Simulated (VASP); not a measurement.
# Zn (Fd-3m) in VASP: a series of runs

Zn is run at these levels: LDA; tasks: relaxation of cell and atoms.

Everything below comes from runs of VASP 6.6.1. Logs are shortened: lines on timing, memory, paths and dates and some standing lists are left out, and cuts for length are marked.

## 1. The cell of the first run

The structure is cubic, space group Fd-3m (No. 227). Conventional cell: a = 5.184 Å, b = 5.184 Å, c = 5.184 Å, α = 90.00°, β = 90.00°, γ = 90.00°. Zn (site symmetry -43m) has 4 Zn at 2.24 Å within 3.0 Å.

This isn't the form of Zn at room conditions, which is hcp.

## 2. Relaxation of cell and atoms, LDA, target pressure -1.7 GPa, at which the enthalpy is minimised

File INCAR:

```
PREC = Accurate
ENCUT = 600
EDIFF = 1E-7
ISMEAR = -1
SIGMA = 0.1
LREAL = False
LASPH = True
NELM = 60
ALGO = Normal
ISIF = 3
LWAVE = False
LCHARG = False
GGA = CA
IBRION = 2
NSW = 60
EDIFFG = -0.005
PSTRESS = -17.0
```

File KPOINTS:

```
regular mesh
0
Gamma
  13 13 13
```

File POSCAR:

```
Zn
1.0
    0.0000000000      2.5920655327      2.5920655327
    2.5920655327      0.0000000000      2.5920655327
    2.5920655327      2.5920655327      0.0000000000
Zn
2
Direct
   -0.1250000000     -0.1250000000     -0.1250000000
    0.1250000000      0.1250000000      0.1250000000
```

Potentials or basis: VASP PAW LDA potentials, release 64 (Zn).

Command:

```console
> cat potpaw_LDA.64/Zn/POTCAR > POTCAR
> mpirun -np 1 vasp_std > vasp.out
```

OUTCAR:

```text
PREC = Accurate
   ENCUT = 600
   EDIFF = 1E-7
   ISMEAR = -1
   LREAL = False
   LASPH = True
   NELM = 60
   ISIF = 3
   GGA = CA
   IBRION = 2
   NSW = 60
   EDIFFG = -0.005
   PSTRESS = -17.0

 ion  position               nearest neighbor table
   1  0.875  0.875  0.875-   2 2.24   2 2.24   2 2.24   2 2.24
   2  0.125  0.125  0.125-   1 2.24   1 2.24   1 2.24   1 2.24

  LATTYP: Found a face centered cubic cell.
 ALAT       =     5.1841310654

  Lattice vectors:

 A1 = (   0.0000000000,   2.5920655327,   2.5920655327)
 A2 = (   2.5920655327,   0.0000000000,   2.5920655327)
 A3 = (   2.5920655327,   2.5920655327,   0.0000000000)

Analysis of symmetry for initial positions (statically):
=====================================================================
 Subroutine PRICEL returns:
 Original cell was already a primitive cell.

 Routine SETGRP: Setting up the symmetry group for a
 face centered cubic supercell.

 Subroutine GETGRP returns: Found 48 space group operations
 (whereof 12 operations were pure point group operations)
 out of a pool of 48 trial point group operations.

The static configuration has the point symmetry D_3d.
 The point group associated with its full space group is O_h .

Analysis of symmetry for dynamics (positions and initial velocities):
=====================================================================
 Subroutine PRICEL returns:
 Original cell was already a primitive cell.

 Routine SETGRP: Setting up the symmetry group for a
 face centered cubic supercell.

 Subroutine GETGRP returns: Found 48 space group operations
 (whereof 12 operations were pure point group operations)
 out of a pool of 48 trial point group operations.

The dynamic configuration has the point symmetry D_3d.
 The point group associated with its full space group is O_h .

 Subroutine INISYM returns: Found 48 space group operations
 (whereof 12 operations are pure point group operations),
 and found     1 'primitive' translations

----------------------------------------------------------------------------------------

                                     Primitive cell

  volume of cell :      34.8312

  direct lattice vectors                    reciprocal lattice vectors
     0.000000000  2.592065533  2.592065533    -0.192896358  0.192896358  0.192896358
     2.592065533  0.000000000  2.592065533     0.192896358 -0.192896358  0.192896358
     2.592065533  2.592065533  0.000000000     0.192896358  0.192896358 -0.192896358

  length of vectors
     3.665734231  3.665734231  3.665734231     0.334106292  0.334106292  0.334106292

  position of ions in fractional coordinates (direct lattice)
[... 62 lines left out ...]
   number of dos      NEDOS =    301   number of ions     NIONS =      2
   total plane-waves  NPLWV =  27000
   dimension x,y,z NGX =    30 NGY =   30 NGZ =   30
   dimension x,y,z NGXF=    60 NGYF=   60 NGZF=   60
   ions per type =               2
   NGX,Y,Z   is equivalent  to a cutoff of  13.61, 13.61, 13.61 a.u.
   NGXF,Y,Z  is equivalent  to a cutoff of  27.21, 27.21, 27.21 a.u.
 SYSTEM =  unknown system
   PREC   = accura    normal or accurate (medium, high low for compatibility)
   ISTART =      0    job   : 0-new  1-cont  2-samecut
   ICHARG =      2    charge: 1-file 2-atom 10-const
   ISPIN  =      1    spin polarized calculation?
   LNONCOLLINEAR =      F non collinear calculations
   LSORBIT =      F    spin-orbit coupling
   LASPH  =      T    aspherical Exc in radial PAW
   ENCUT  =  600.0 eV  44.10 Ry    6.64 a.u.   7.32  7.32  7.32*2*pi/ulx,y,z
   NELM   =     60;   NELMIN=  2; NELMDL= -5     # of ELM steps
   EDIFF  = 0.1E-06   stopping-criterion for ELM
   LREAL  =      F    real-space projection
   EDIFFG = -.5E-02   stopping-criterion for IOM
   NSW    =     60    number of steps for IOM
   IBRION =      2    ionic relax: 0-MD 1-quasi-New 2-CG
   NFREE  =      1    steps in history (QN), initial steepest desc. (CG)
   ISIF   =      3    stress and relaxation
   ISYM   =      2    0-nonsym 1-usesym 2-fastsym
   POTIM  = 0.5000    time-step for ionic-motion
   TEBEG  =    0.0;   TEEND  =   0.0 temperature during run
   PSTRESS=  -17.0 pullay stress
   NELECT =      24.0000    total number of electrons
   NUPDOWN=      -1.0000    fix difference up-down
   EMIN   =  10.00;   EMAX   =-10.00  energy-range for DOS
   EFERMI =   0.00;   METHOD = LEGACY
   ISMEAR =    -1;   SIGMA  =   0.10  broadening in eV -4-tet -1-fermi 0-gaus
   EFERMI_NEDOS =   21; number of points for ismear=-14 and -15
   IALGO  =     38    algorithm
   IMIX   =      4    mixing-type and parameters
     AMIX     =   0.40;   BMIX     =  1.00
     AMIX_MAG =   1.60;   BMIX_MAG =  1.00
  volume/ion in A,a.u.               =      17.42       117.53
  Fermi-wavevector in a.u.,A,eV,Ry     =   1.445959  2.732466 28.447020  2.090797
  Thomas-Fermi vector in A             =   2.564082
   LORBIT       =      0    0 simple, 1 ext, 2 COOP (PROOUT), +10 PAW based schemes
   GGA     = CA    functional components
   LHFCALC =     F    Hartree Fock is set to
   AEXX    =    0.0000 exact exchange contribution
   IVDW    =     0    specifies the selected vdW correction
   LEPSILON=     F    determine dielectric tensor
   LRPA    =     F    only Hartree local field effects (RPA)
 conjugate gradient relaxation of ions
 non-spin polarized calculation
  energy-cutoff  :      600.00
  volume of cell :       34.83
 maximum number of plane-waves:      1211
 NGX is ok and might be reduce to    30
   NGX = 15   NGY = 15   NGZ = 15

--------------------------------------- Ionic step        1  -------------------------------------------

 number of electron      23.9999996 magnetization

 Free energy of the ion-electron system (eV)
  ---------------------------------------------------
  ext. energy  EPLUGINS =         0.00000000
  ---------------------------------------------------
  free energy    TOTEN  =        -2.20426195 eV

  energy without entropy =       -2.18073111  energy(sigma->0) =       -2.19249653

 E-fermi :   1.6704     XC(G=0): -10.9275

 val. band max:        1.6678804434   @ k =  -0.3077   0.4615   0.2308
 cond. band min:       1.7633183873   @ k =   0.3846   0.3077   0.0000
 fundamental gap:      0.0954379440
 Fermi energy:         1.6704452807

 k-point     1 :       0.0000    0.0000    0.0000
  band No.  band energies     occupation
      1      -7.7438      2.00000
      2      -6.7689      2.00000
      3      -6.7689      2.00000
      4      -6.7689      2.00000
      5      -6.7165      2.00000
      6      -6.7165      2.00000
[... 560 lines left out ...]
--------------------------------------- Ionic step        4  -------------------------------------------

 number of electron      24.0000011 magnetization

 Free energy of the ion-electron system (eV)
  ---------------------------------------------------
  ext. energy  EPLUGINS =         0.00000000
  ---------------------------------------------------
  free energy    TOTEN  =        -2.51241048 eV

  energy without entropy =       -2.48420991  energy(sigma->0) =       -2.49831019

 E-fermi :   0.3594     XC(G=0):  -9.6807

 val. band max:        0.3193608049   @ k =   0.3077   0.0769   0.0000
 cond. band min:       0.4189666400   @ k =  -0.3846   0.4615   0.0769
 fundamental gap:      0.0996058351
 Fermi energy:         0.3593699351

 k-point     1 :       0.0000    0.0000    0.0000
  band No.  band energies     occupation
      1      -7.6099      2.00000
      2      -7.3949      2.00000
      3      -7.3949      2.00000
      4      -7.3949      2.00000
      5      -7.3460      2.00000
      6      -7.3460      2.00000
[... 480 lines left out ...]
  energy  without entropy=       -2.4842099065  energy(sigma->0) =       -2.49831019

  enthalpy is  TOTEN    =        -2.9917173061 eV   P V=       -0.4793068228

 reached required accuracy - stopping structural energy minimisation
```

CONTCAR:

```text
Zn
   1.00000000000000
     0.0000000000000000    2.8267132773444246    2.8267132773444246
     2.8267132773444246    0.0000000000000000    2.8267132773444246
     2.8267132773444246    2.8267132773444246    0.0000000000000000
  Zn
     2
Direct
     0.8750000000000000    0.8750000000000000    0.8750000000000000
     0.1250000000000000    0.1250000000000000    0.1250000000000000

  0.00000000E+00  0.00000000E+00  0.00000000E+00
  0.00000000E+00  0.00000000E+00  0.00000000E+00
```

Wall time 2 min (1 thread of AMD EPYC 7R13 (Zen 3), shared host); peak memory 0.15 GiB.

What came out:

```yaml
Free_energy: -2.5124 eV
Relaxed_volume: 22.59 Å³/atom
Relaxed_cell: a = 3.998 Å, b = 3.998 Å, c = 3.998 Å, α = 60.00°, β = 60.00°, γ = 60.00°
Space_group_after_relaxing_to_0.1_Å: Fd-3m (No. 227)
Energy_change_on_relaxing_the_run_minimises_the_enthalpy: -154.1 meV/atom
Ionic_steps: 4
Pressure_after_relaxing: -1.7 GPa
Band_gap_on_the_k_mesh: zero (bands 12 and 13 overlap by 6.33 eV)
```

The path:
```csv
step,energy change (eV),largest force (eV/Å),pressure (GPa),volume (Å³)
1,0.0000,0.0000,15.25,34.83
2,-0.3103,0.0000,-1.53,44.97
3,-0.3073,0.0000,-1.79,45.25
4,-0.3081,0.0000,-1.71,45.17
```

Final structure:
```cif
data_structure
_symmetry_space_group_name_H-M 'P 1'
_symmetry_Int_Tables_number 1
_cell_length_a 3.9976
_cell_length_b 3.9976
_cell_length_c 3.9976
_cell_angle_alpha 60.000
_cell_angle_beta 60.000
_cell_angle_gamma 60.000
_cell_volume 45.17
loop_
_atom_site_label
_atom_site_type_symbol
_atom_site_fract_x
_atom_site_fract_y
_atom_site_fract_z
_atom_site_occupancy
Zn1 Zn 0.87500 0.87500 0.87500 1
Zn2 Zn 0.12500 0.12500 0.12500 1
```

Levels at points of the mesh, in eV from the Fermi level:
| k point | band 10 | band 11 | band 12 | band 13 | band 14 | band 15 |
| --- | --- | --- | --- | --- | --- | --- |
| (0.00, 0.00, 0.00) | -6.83 | -6.83 | 5.56 | 5.56 | 5.56 | 7.04 |

Caveat: the cell is relaxed towards a set pressure, so the run minimises the enthalpy, not the energy; the volume moved by over 15 % at a fixed basis, so the end points are rough.

## 3. Relaxation of cell and atoms, LDA, target pressure -1.7 GPa, at which the enthalpy is minimised

This run uses another cell than the first one, of 22.40 Å³/atom.

File INCAR:

```
SYSTEM = Zn
ALGO = Normal
EDIFF = 1E-6
EDIFFG = -0.005
ENCUT = 600
IBRION = 2
ISIF = 3
ISMEAR = -1
LASPH = .TRUE.
LCHARG = .FALSE.
LREAL = .FALSE.
LWAVE = .FALSE.
NELM = 60
NSW = 32
PREC = Accurate
PSTRESS = -17.0
SIGMA = 0.1
```

File KPOINTS:

```
k-points
0
G
  13 13 13
  0 0 0
```

File POSCAR:

```
Zn
1.0
    0.0000000000      2.8188264119      2.8188264119
    2.8188264119      0.0000000000      2.8188264119
    2.8188264119      2.8188264119      0.0000000000
Zn
2
Direct
   -0.1250000000     -0.1250000000     -0.1250000000
    0.1250000000      0.1250000000      0.1250000000
```

Potentials or basis: VASP PAW LDA potentials, release 64 (Zn).

Command:

```console
> cat potpaw_LDA.64/Zn/POTCAR > POTCAR
> mpirun -np 1 vasp_std > vasp.out
```

Wall time 34 s (1 thread of Intel Xeon 6975P-C (Granite Rapids), shared host); peak memory 0.19 GiB.

The run converged. Its results:

| Quantity | Value |
| --- | --- |
| Free energy | -2.5147 eV |
| Relaxed volume | 22.55 Å³/atom |
| Relaxed cell | a = 3.995 Å, b = 3.995 Å, c = 3.995 Å, α = 60.00°, β = 60.00°, γ = 60.00° |
| Space group after relaxing (to 0.1 Å) | Fd-3m (No. 227) |
| Energy change on relaxing (the run minimises the enthalpy) | +1.5 meV/atom |
| Ionic steps | 3 |
| Pressure after relaxing | -1.7 GPa |
| Band gap on the k mesh | zero (bands 12 and 13 overlap by 6.34 eV) |

The path:
| step | energy change (eV) | largest force (eV/Å) | pressure (GPa) | volume (Å³) |
| --- | --- | --- | --- | --- |
| 1 | 0.0000 | 0.0000 | -1.45 | 44.80 |
| 2 | 0.0022 | 0.0000 | -1.65 | 45.02 |
| 3 | 0.0030 | 0.0000 | -1.71 | 45.10 |

Final structure:
```
Zn
1.0
     0.00000    2.82515    2.82515
     2.82515    0.00000    2.82515
     2.82515    2.82515    0.00000
Zn
2
Cartesian
  4.9440 4.9440 4.9440
  0.7063 0.7063 0.7063
```

Levels at points of the mesh, in eV from the Fermi level:
| k point | band 8 | band 9 | band 10 | band 11 | band 12 | band 13 | band 14 | band 15 | band 16 |
| --- | --- | --- | --- | --- | --- | --- | --- | --- | --- |
| (0.00, 0.00, 0.00) | -7.07 | -7.07 | -6.83 | -6.83 | 5.57 | 5.57 | 5.57 | 7.04 | 7.04 |

Caveat: the cell is relaxed towards a set pressure, so the run minimises the enthalpy, not the energy.
